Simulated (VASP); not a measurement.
# BaTiO3 (R3m) in VASP: a series of runs

BaTiO3 is run at these levels: r2SCAN+U; tasks: single point.

Program: VASP 6.6.1. These are calculated values, not measurements. Logs are shortened: lines on timing, memory, paths and dates and some standing lists are left out, and cuts for length are marked.

### Step 1. The cell of the first run

It takes space group R3m (No. 160, trigonal). Conventional cell: a = 5.816 Å, b = 5.816 Å, c = 7.137 Å, α = 90.00°, β = 90.00°, γ = 120.00°. Within 3.8 Å of Ba (site symmetry 3m) lie 12 O at 2.87 to 2.96 Å and 8 Ti at 3.51 to 3.62 Å. Within 2.6 Å of Ti (site symmetry 3m) lie 6 O at 1.97 to 2.15 Å. Within 2.6 Å of O (site symmetry m) lie 2 Ti at 1.97 to 2.15 Å.

### Step 2. Single point, r2SCAN+U (strain +0.025 along x and y, +0.025 along z)

The input, POSCAR:

```
BaTiO3
1.0
    2.9078199246      1.6788306162      2.3790184562
   -2.9078199246      1.6788306162      2.3790184562
    0.0000000000     -3.3576612324      2.3790184562
Ba Ti O
1 1 3
Direct
    0.9999656897      0.9999656897      0.9999656897
    0.5077048750      0.5077048750      0.5077048750
    0.4922539385      0.4922539385      0.9865215584
    0.4922539385      0.9865215584      0.4922539385
    0.9865215584      0.4922539385      0.4922539385
```

The input, INCAR.step1:

```
SYSTEM = BaTiO3
ALGO = Normal
EDIFF = 1E-4
ENCUT = 520
GGA = PE
ISMEAR = 0
LASPH = .TRUE.
LCHARG = .FALSE.
LDAU = .TRUE.
LDAUJ = 0 0 0
LDAUL = -1 2 -1
LDAUTYPE = 2
LDAUU = 0 4 0
LMAXMIX = 4
LREAL = .FALSE.
LWAVE = .TRUE.
NBANDS = 28
NELM = 150
PREC = Accurate
SIGMA = 0.05
```

The input, INCAR.step2:

```
SYSTEM = BaTiO3
ALGO = Normal
EDIFF = 1E-6
ENCUT = 520
ISIF = 2
ISMEAR = 0
ISTART = 1
LASPH = .TRUE.
LCHARG = .TRUE.
LDAU = .TRUE.
LDAUJ = 0 0 0
LDAUL = -1 2 -1
LDAUPRINT = 1
LDAUTYPE = 2
LDAUU = 0 4 0
LELF = .TRUE.
LMAXMIX = 4
LMIXTAU = .TRUE.
LREAL = .FALSE.
LVHAR = .TRUE.
LWAVE = .FALSE.
METAGGA = R2SCAN
NBANDS = 28
NELM = 150
PREC = Accurate
SIGMA = 0.05
```

The input, KPOINTS:

```
k-points
0
G
  6 6 6
  0 0 0
```

Potentials or basis: VASP PAW PBE potentials, release 64 (Ba_sv, Ti_sv, O).

Command:

```sh
$ cat potpaw_PBE.64/Ba_sv/POTCAR potpaw_PBE.64/Ti_sv/POTCAR potpaw_PBE.64/O/POTCAR > POTCAR
$ cp INCAR.step1 INCAR
$ mpirun -np 1 vasp_std > vasp.out
$ cp INCAR.step2 INCAR
$ mpirun -np 1 vasp_std > vasp.out
```

OUTCAR:

```text
SYSTEM = BaTiO3
   EDIFF = 1E-6
   ENCUT = 520
   ISIF = 2
   ISMEAR = 0
   ISTART = 1
   LASPH = .TRUE.
   LREAL = .FALSE.
   METAGGA = R2SCAN
   NELM = 150
   PREC = Accurate

 ion  position               nearest neighbor table
   1  1.000  1.000  1.000-   3 2.87   4 2.87   5 2.87   5 2.91   4 2.91   4 2.91   5 2.91   3 2.91
                             3 2.91   3 2.96   4 2.96   5 2.96   2 3.51   2 3.54   2 3.54   2 3.54
   2  0.508  0.508  0.508-   3 1.97   4 1.97   5 1.97   3 2.15   4 2.15   5 2.15   1 3.51   1 3.54
                             1 3.54   1 3.54   1 3.58   1 3.58   1 3.58   1 3.62
   3  0.492  0.492  0.987-   2 1.97   2 2.15   1 2.87   1 2.91   1 2.91   1 2.96
   4  0.492  0.987  0.492-   2 1.97   2 2.15   1 2.87   1 2.91   1 2.91   1 2.96
   5  0.987  0.492  0.492-   2 1.97   2 2.15   1 2.87   1 2.91   1 2.91   1 2.96

  LATTYP: Found a trigonal (rhomboedric) cell.
 ALAT       =     4.1150477235
 COS(alpha) =     0.0013455092

  Lattice vectors:

 A1 = (   2.9078199246,   1.6788306162,   2.3790184562)
 A2 = (  -2.9078199246,   1.6788306162,   2.3790184562)
 A3 = (   0.0000000000,  -3.3576612324,   2.3790184562)

Analysis of symmetry for initial positions (statically):
=====================================================================
 Subroutine PRICEL returns:
 Original cell was already a primitive cell.

 Routine SETGRP: Setting up the symmetry group for a
 trigonal (rhombohedral) supercell.

 Subroutine GETGRP returns: Found  6 space group operations
 (whereof  6 operations were pure point group operations)
 out of a pool of 12 trial point group operations.

The static configuration has the point symmetry C_3v.

Analysis of symmetry for dynamics (positions and initial velocities):
=====================================================================
 Subroutine PRICEL returns:
 Original cell was already a primitive cell.

 Routine SETGRP: Setting up the symmetry group for a
 trigonal (rhombohedral) supercell.

 Subroutine GETGRP returns: Found  6 space group operations
 (whereof  6 operations were pure point group operations)
 out of a pool of 12 trial point group operations.

The dynamic configuration has the point symmetry C_3v.

 Subroutine INISYM returns: Found  6 space group operations
 (whereof  6 operations are pure point group operations),
 and found     1 'primitive' translations

----------------------------------------------------------------------------------------

                                     Primitive cell

  volume of cell :      69.6825

  direct lattice vectors                    reciprocal lattice vectors
     2.907819925  1.678830616  2.379018456     0.171950125  0.099275451  0.140113807
    -2.907819925  1.678830616  2.379018456    -0.171950125  0.099275451  0.140113807
     0.000000000 -3.357661232  2.379018456     0.000000000 -0.198550902  0.140113807

  length of vectors
     4.115047724  4.115047724  4.115047723     0.243010987  0.243010987  0.243010987

  position of ions in fractional coordinates (direct lattice)
     0.999965690  0.999965690  0.999965690
     0.507704875  0.507704875  0.507704875
     0.492253938  0.492253938  0.986521558
     0.492253938  0.986521558  0.492253938
     0.986521558  0.492253938  0.492253938

  ion indices of the primitive-cell ions
   primitive index   ion index
                 1           1
                 2           2
                 3           3
                 4           4
                 5           5

----------------------------------------------------------------------------------------

 KPOINTS: k-points

Automatic generation of k-mesh.
 Grid dimensions read from file:
 generate k-points for:    6    6    6

 Generating k-lattice:

  Cartesian coordinates                     Fractional coordinates (reciprocal lattice)
     0.028658354  0.016545909  0.023352301     0.166666667 -0.000000000  0.000000000
    -0.028658354  0.016545909  0.023352301    -0.000000000  0.166666667  0.000000000
     0.000000000 -0.033091817  0.023352301     0.000000000  0.000000000  0.166666667

  Length of vectors
     0.040501831  0.040501831  0.040501831

  Shift w.r.t. Gamma in fractional coordinates (k-lattice)
     0.000000000  0.000000000  0.000000000

 Subroutine IBZKPT returns following result:
 ===========================================

 Found     32 irreducible k-points:

 Following reciprocal coordinates:
            Coordinates               Weight
  0.000000  0.000000  0.000000      1.000000
  0.166667  0.000000  0.000000      6.000000
  0.333333 -0.000000  0.000000      6.000000
  0.500000  0.000000  0.000000      3.000000
  0.166667  0.166667  0.000000      6.000000
  0.333333  0.166667  0.000000     12.000000
[... 16 lines left out ...]
  0.500000  0.500000  0.166667      6.000000
 -0.333333  0.500000  0.166667     12.000000
 [... further k-points ...]
[... 74 lines left out ...]

  0.1411 -0.0000 -0.0000  0.0610 -0.0000
 -0.0000  0.1771 -0.0000  0.0000  0.0610
 -0.0000 -0.0000  0.0947 -0.0000 -0.0000
  0.0610  0.0000 -0.0000  0.1771 -0.0000
 -0.0000  0.0610 -0.0000 -0.0000  0.1411

 occupancies and eigenvectors

  o =  0.0947  v =  0.0000  0.0000 -1.0000  0.0000 -0.0000  0.0000  0.0000  0.0000  0.0000  0.0000      0.0000  0.0000  0.0000  0.0000  0.0000  0.0000  0.0000  0.0000  0.0000  0.0000
  o =  0.0947  v =  0.0000  0.0000  0.0000  0.0000  0.0000  0.0000  0.0000 -1.0000  0.0000 -0.0000      0.0000  0.0000  0.0000  0.0000  0.0000  0.0000  0.0000  0.0000  0.0000  0.0000
  o =  0.0955  v =  0.0000 -0.5985 -0.0000  0.0000  0.8011  0.0000  0.0000  0.0000  0.0000  0.0000      0.0000  0.0000  0.0000  0.0000  0.0000  0.0000  0.0000  0.0000  0.0000  0.0000
  o =  0.0955  v =  0.0000  0.0000  0.0000  0.0000  0.0000  0.0000 -0.5985 -0.0000  0.0000  0.8011      0.0000  0.0000  0.0000  0.0000  0.0000  0.0000  0.0000  0.0000  0.0000  0.0000
  o =  0.0955  v =  0.0000  0.0000  0.0000  0.0000  0.0000 -0.8011  0.0000 -0.0000  0.5985 -0.0000      0.0000  0.0000  0.0000  0.0000  0.0000  0.0000  0.0000  0.0000  0.0000  0.0000
  o =  0.0955  v = -0.8011  0.0000 -0.0000  0.5985 -0.0000  0.0000  0.0000  0.0000  0.0000  0.0000      0.0000  0.0000  0.0000  0.0000  0.0000  0.0000  0.0000  0.0000  0.0000  0.0000
  o =  0.2227  v =  0.0000  0.8011 -0.0000  0.0000  0.5985  0.0000  0.0000  0.0000  0.0000  0.0000      0.0000  0.0000  0.0000  0.0000  0.0000  0.0000  0.0000  0.0000  0.0000  0.0000
  o =  0.2227  v =  0.0000  0.0000  0.0000  0.0000  0.0000  0.0000  0.8011 -0.0000  0.0000  0.5985      0.0000  0.0000  0.0000  0.0000  0.0000  0.0000  0.0000  0.0000  0.0000  0.0000
  o =  0.2227  v =  0.0000  0.0000  0.0000  0.0000  0.0000  0.5985  0.0000 -0.0000  0.8011 -0.0000      0.0000  0.0000  0.0000  0.0000  0.0000  0.0000  0.0000  0.0000  0.0000  0.0000
  o =  0.2227  v =  0.5985  0.0000 -0.0000  0.8011 -0.0000  0.0000  0.0000  0.0000  0.0000  0.0000      0.0000  0.0000  0.0000  0.0000  0.0000  0.0000  0.0000  0.0000  0.0000  0.0000

 number of electron      39.9999980 magnetization

 Free energy of the ion-electron system (eV)
  ---------------------------------------------------
  ext. energy  EPLUGINS =         0.00000000
  ---------------------------------------------------
  free energy    TOTEN  =       -71.56431858 eV

  energy without entropy =      -71.56431858  energy(sigma->0) =      -71.56431858

 E-fermi :   3.3879     XC(G=0): -11.4526

 val. band max:        3.0256251519   @ k =   0.5000   0.5000   0.5000
 cond. band min:       5.7013723064   @ k =   0.0000   0.0000   0.0000
 fundamental gap:      2.6757471545
 Fermi energy:         3.3879491333

 k-point     1 :       0.0000    0.0000    0.0000
  band No.  band energies     occupation
      1     -57.1937      2.00000
      2     -32.2763      2.00000
      3     -32.2673      2.00000
      4     -32.2673      2.00000
      5     -22.6648      2.00000
      6     -14.6731      2.00000
[... 20 lines left out ...]
     27       8.5039      0.00000
     28      10.3159      0.00000

 k-point     2 :       0.1667    0.0000    0.0000
  band No.  band energies     occupation
      1     -57.1935      2.00000
      2     -32.2808      2.00000
      3     -32.2707      2.00000
      4     -32.2670      2.00000
      5     -22.6447      2.00000
      6     -14.6708      2.00000
[... 674 lines left out ...]
 k-point    24 :      -0.3333    0.5000    0.1667
  band No.  band energies     occupation
      1     -57.1925      2.00000
      2     -32.3027      2.00000
      3     -32.2921      2.00000
      4     -32.2756      2.00000
      5     -22.5292      2.00000
      6     -14.3385      2.00000
[... 20 lines left out ...]
     27      11.3727      0.00000
     28      11.8007      0.00000

 [... further k-points ...]

------------------------ aborting loop because EDIFF is reached ----------------------------------------

  FORCE on cell =-STRESS in cart. coord.  units (eV):
  Direction    XX          YY          ZZ          XY          YZ          ZX
  --------------------------------------------------------------------------------------
  -------------------------------------------------------------------------------------
  Total       -3.5610852     -3.5610852     -3.5345213      0.0000000     -0.0000000      0.0000000
  in kB      -81.8784278    -81.8784278    -81.2676558      0.0000000     -0.0000000      0.0000000
  external PRESSURE =     -81.6748371 kB  Pullay stress =       0.0000000 kB

 VOLUME and BASIS-vectors are now :
 -----------------------------------------------------------------------------
  energy-cutoff  :      520.00
  volume of cell :       69.68
      direct lattice vectors                 reciprocal lattice vectors
     2.907819925  1.678830616  2.379018456     0.171950125  0.099275451  0.140113807
    -2.907819925  1.678830616  2.379018456    -0.171950125  0.099275451  0.140113807
     0.000000000 -3.357661232  2.379018456     0.000000000 -0.198550902  0.140113807

 POSITION                                       TOTAL-FORCE (eV/Angst)
 -----------------------------------------------------------------------------------
      0.00000      0.00000      7.13681         0.000000     -0.000000      0.023557
      0.00000      0.00000      3.62352         0.000000     -0.000000      0.010269
      0.00000     -1.65958      4.68912         0.000000      0.065021     -0.011275
     -1.43724      0.82979      4.68912         0.056310     -0.032511     -0.011275
      1.43724      0.82979      4.68912        -0.056310     -0.032511     -0.011275
 -----------------------------------------------------------------------------------
    total drift:                                0.000000     -0.000001     -0.007152

  FREE ENERGIE OF THE ION-ELECTRON SYSTEM (eV)
  ---------------------------------------------------
  free  energy   TOTEN  =       -71.5643185760 eV

  energy  without entropy=      -71.5643185760  energy(sigma->0) =      -71.56431858
```

Wall time 3.5 min (1 thread of Intel Xeon Platinum 8259CL at 2.50GHz (Skylake/Cascade Lake), shared host); peak memory 0.22 GiB.

Results:

```yaml
Free_energy: -71.5643 eV
Pressure: -8.2 GPa
Largest_force: 0.066 eV/Å
Band_gap_on_the_k_mesh: 2.68 eV (least direct gap 3.03 eV)
```

Forces in eV/Å, atoms in the order of the input:
```
Ba   0.000  0.000  0.024
Ti   0.000  0.000  0.010
O    0.000  0.065 -0.011
O    0.056 -0.033 -0.011
O   -0.056 -0.033 -0.011
```

Eigenvalues of the final occupation matrices:
| site | spin | trace | eigenvalues |
| --- | --- | --- | --- |
| site 2 d | 1 | 0.73 | 0.09 0.10 0.10 0.22 0.22 |
| site 2 d | 2 | 0.73 | 0.09 0.10 0.10 0.22 0.22 |

Caveat: the cell differs from its parent crystal (strain +0.025 along x and y, +0.025 along z); the cell stands under tension; the PAW data sets were made with another functional, which shifts forces and pressure a little; spin-orbit coupling is left out, which moves the levels of the heavy elements. A k mesh can miss the band edges.

### Step 3. Single point, r2SCAN+U (strain +0.025 along x and y, +0.050 along z)

POSCAR: that of step 2 with these lines changed.

```diff
@@ -2,5 +2,5 @@
 1.0
-    2.9078199246      1.6788306162      2.3790184562
-   -2.9078199246      1.6788306162      2.3790184562
-    0.0000000000     -3.3576612324      2.3790184562
+    2.9078199246      1.6788306162      2.4370432966
+   -2.9078199246      1.6788306162      2.4370432966
+    0.0000000000     -3.3576612324      2.4370432966
 Ba Ti O
```

The input, INCAR.step1:

```
SYSTEM = BaTiO3
PREC = Accurate ; ENCUT = 520
ISMEAR = 0 ; SIGMA = 0.05
LREAL = .FALSE. ; LASPH = .TRUE.
NELM = 150 ; LMAXMIX = 4
LDAU = .TRUE. ; LDAUTYPE = 2
LDAUL = -1 2 -1 ; LDAUU = 0 4 0
LDAUJ = 0 0 0 ; NBANDS = 28
GGA = PE ; ALGO = Normal
EDIFF = 1E-4 ; LWAVE = .TRUE.
LCHARG = .FALSE.
```

The input, INCAR.step2:

```
SYSTEM = BaTiO3
PREC = Accurate ; ENCUT = 520
EDIFF = 1E-6 ; ISMEAR = 0
SIGMA = 0.05 ; LREAL = .FALSE.
LASPH = .TRUE. ; NELM = 150
ALGO = Normal ; ISIF = 2
LWAVE = .FALSE. ; LCHARG = .FALSE.
LMAXMIX = 4 ; LDAU = .TRUE.
LDAUTYPE = 2 ; LDAUL = -1 2 -1
LDAUU = 0 4 0 ; LDAUJ = 0 0 0
LDAUPRINT = 1 ; METAGGA = R2SCAN
LMIXTAU = .TRUE. ; NBANDS = 28
ISTART = 1
```

The input, KPOINTS:

```
Automatic mesh
0
G
  6 6 6
  0 0 0
```

Potentials or basis: VASP PAW PBE potentials, release 64 (Ba_sv, Ti_sv, O).

Command:

```sh
$ cat potpaw_PBE.64/Ba_sv/POTCAR potpaw_PBE.64/Ti_sv/POTCAR potpaw_PBE.64/O/POTCAR > POTCAR
$ cp INCAR.step1 INCAR
$ mpirun -np 1 vasp_std > vasp.out
$ cp INCAR.step2 INCAR
$ mpirun -np 1 vasp_std > vasp.out
```

Wall time 3.2 min (1 thread of Intel Xeon Platinum 8259CL at 2.50GHz (Skylake/Cascade Lake), shared host); peak memory 0.23 GiB.

It converged, with:

| Item | Value |
| --- | --- |
| Free energy | -71.4453 eV |
| Pressure | -11.2 GPa |
| Largest force | 0.242 eV/Å |
| Band gap on the k mesh | 2.58 eV (least direct gap 2.90 eV) |

Forces on the atoms (eV/Å):
```
Ba   0.000  0.000  0.044
Ti   0.000  0.000  0.242
O    0.000  0.135 -0.095
O    0.117 -0.068 -0.095
O   -0.117 -0.068 -0.095
```

Stress tensor (GPa, compression positive):
```
 -9.48   0.00   0.00
  0.00  -9.48   0.00
  0.00   0.00 -14.53
```

Levels at points of the mesh, in eV from the valence-band top:
```
           k point  band 17  band 18  band 19  band 20  band 21  band 22  band 23  band 24
(0.00, 0.00, 0.00)    -0.92    -0.48    -0.33    -0.33     2.58     2.58     2.69     3.76
(0.50, 0.00, 0.00)    -1.56    -1.51    -0.94    -0.77     2.73     3.75     3.89     3.90
(0.50, 0.50, 0.00)    -1.90    -0.96    -0.91    -0.08     3.89     3.93     4.28     4.38
(0.50, 0.50, 0.50)    -2.30    -0.03     0.00     0.00     4.45     4.45     4.45     6.62
```

Eigenvalues of the final occupation matrices:
```tsv
site	spin	trace	eigenvalues
site 2 d	1	0.72	0.09 0.09 0.09 0.22 0.22
site 2 d	2	0.72	0.09 0.09 0.09 0.22 0.22
```

Caveat: the cell differs from its parent crystal (strain +0.025 along x and y, +0.050 along z); the stress differs along the axes, from -15 to -9 GPa; the PAW data sets were made with another functional, which shifts forces and pressure a little; spin-orbit coupling is left out, which moves the levels of the heavy elements.

### Step 4. Single point, r2SCAN+U (strain +0.050 along x and y, +0.025 along z)

POSCAR: that of step 3 with these lines changed.

```diff
@@ -2,5 +2,5 @@
 1.0
-    2.9078199246      1.6788306162      2.4370432966
-   -2.9078199246      1.6788306162      2.4370432966
-    0.0000000000     -3.3576612324      2.4370432966
+    2.9787423618      1.7197777044      2.3790184562
+   -2.9787423618      1.7197777044      2.3790184562
+    0.0000000000     -3.4395554088      2.3790184562
 Ba Ti O
```

The input, INCAR.step1:

```
SYSTEM = BaTiO3
PREC = Accurate
ENCUT = 520
ISMEAR = 0
SIGMA = 0.05
LREAL = .FALSE.
LASPH = .TRUE.
NELM = 150
LMAXMIX = 4
LDAU = .TRUE.
LDAUTYPE = 2
LDAUL = -1 2 -1
LDAUU = 0 4 0
LDAUJ = 0 0 0
NBANDS = 28
GGA = PE
ALGO = Normal
EDIFF = 1E-4
LWAVE = .TRUE.
LCHARG = .FALSE.
```

The input, INCAR.step2:

```
SYSTEM = BaTiO3
PREC = Accurate
ENCUT = 520
EDIFF = 1E-7
ISMEAR = 0
SIGMA = 0.05
LREAL = .FALSE.
LASPH = .TRUE.
NELM = 150
ALGO = Normal
ISIF = 2
LWAVE = .FALSE.
LCHARG = .FALSE.
LMAXMIX = 4
LDAU = .TRUE.
LDAUTYPE = 2
LDAUL = -1 2 -1
LDAUU = 0 4 0
LDAUJ = 0 0 0
LDAUPRINT = 1
METAGGA = R2SCAN
LMIXTAU = .TRUE.
NBANDS = 28
ISTART = 1
```

KPOINTS is that of step 3.

Command:

```sh
$ cat potpaw_PBE.64/Ba_sv/POTCAR potpaw_PBE.64/Ti_sv/POTCAR potpaw_PBE.64/O/POTCAR > POTCAR
$ cp INCAR.step1 INCAR
$ mpirun -np 1 vasp_std > vasp.out
$ cp INCAR.step2 INCAR
$ mpirun -np 1 vasp_std > vasp.out
```

Wall time 3.2 min (1 thread of Intel Xeon Platinum 8259CL at 2.50GHz (Skylake/Cascade Lake), shared host); peak memory 0.23 GiB.

Results (log left out):

| Property | Result |
| --- | --- |
| Free energy | -71.3068 eV |
| Pressure | -14.1 GPa |
| Largest force | 0.283 eV/Å |
| Band gap on the k mesh | 2.48 eV (least direct gap 2.82 eV) |

Forces in eV/Å, atoms in the order of the input:
```
Ba   0.000  0.000  0.040
Ti   0.000  0.000  0.256
O    0.000  0.265 -0.099
O    0.230 -0.133 -0.099
O   -0.230 -0.133 -0.099
```

Stress tensor (GPa, compression positive):
```
-15.81   0.00   0.00
  0.00 -15.81   0.00
  0.00   0.00 -10.54
```

Levels at points of the mesh, in eV from the valence-band top:
| k point | band 17 | band 18 | band 19 | band 20 | band 21 | band 22 | band 23 | band 24 |
| --- | --- | --- | --- | --- | --- | --- | --- | --- |
| (0.00, 0.00, 0.00) | -1.00 | -0.44 | -0.44 | -0.34 | 2.48 | 2.52 | 2.52 | 3.57 |
| (0.50, 0.00, 0.00) | -1.53 | -1.52 | -0.91 | -0.80 | 2.62 | 3.55 | 3.70 | 3.77 |
| (0.50, 0.50, 0.00) | -1.92 | -0.97 | -0.95 | -0.09 | 3.72 | 3.77 | 4.11 | 4.18 |
| (0.50, 0.50, 0.50) | -2.26 | -0.04 | -0.04 | 0.00 | 4.19 | 4.30 | 4.30 | 6.53 |

Eigenvalues of the final occupation matrices:
| site | spin | trace | eigenvalues |
| --- | --- | --- | --- |
| site 2 d | 1 | 0.71 | 0.09 0.09 0.09 0.21 0.21 |
| site 2 d | 2 | 0.71 | 0.09 0.09 0.09 0.21 0.21 |

Caveat: the cell differs from its parent crystal (strain +0.050 along x and y, +0.025 along z); the stress differs along the axes, from -16 to -11 GPa; the PAW data sets were made with another functional, which shifts forces and pressure a little; spin-orbit coupling is left out, which moves the levels of the heavy elements.

### Step 5. Summary

```tsv
cell	gap on the mesh (eV)	pressure (GPa)	largest force (eV/Å)
a = 4.115 Å, angles 89.9°, 5 atoms	2.68	-8.2	0.07
a = 4.149 Å, angles 89.0°, 5 atoms	2.58	-11.2	0.24
a = 4.182 Å, angles 90.8°, 5 atoms	2.48	-14.1	0.28
```

Alike in all rows: task single point; level r2SCAN+U; potentials or basis VASP PAW PBE potentials, release 64 (Ba_sv, Ti_sv, O); no spin polarisation; Ti d U = 4.0 eV; k mesh 6 × 6 × 6; cutoff (eV) 520; smearing gaussian 0.05 eV.

Caveats: the PAW data sets were made with another functional, which shifts forces and pressure a little; spin-orbit coupling is left out, which moves the levels of the heavy elements; the cell stands under tension (at least some runs); the stress differs along the axes, from -15 to -9 GPa (at least some runs); the stress differs along the axes, from -16 to -11 GPa (at least some runs).

Total energies depend on the potentials used, so only differences within one code and one set of settings carry meaning.
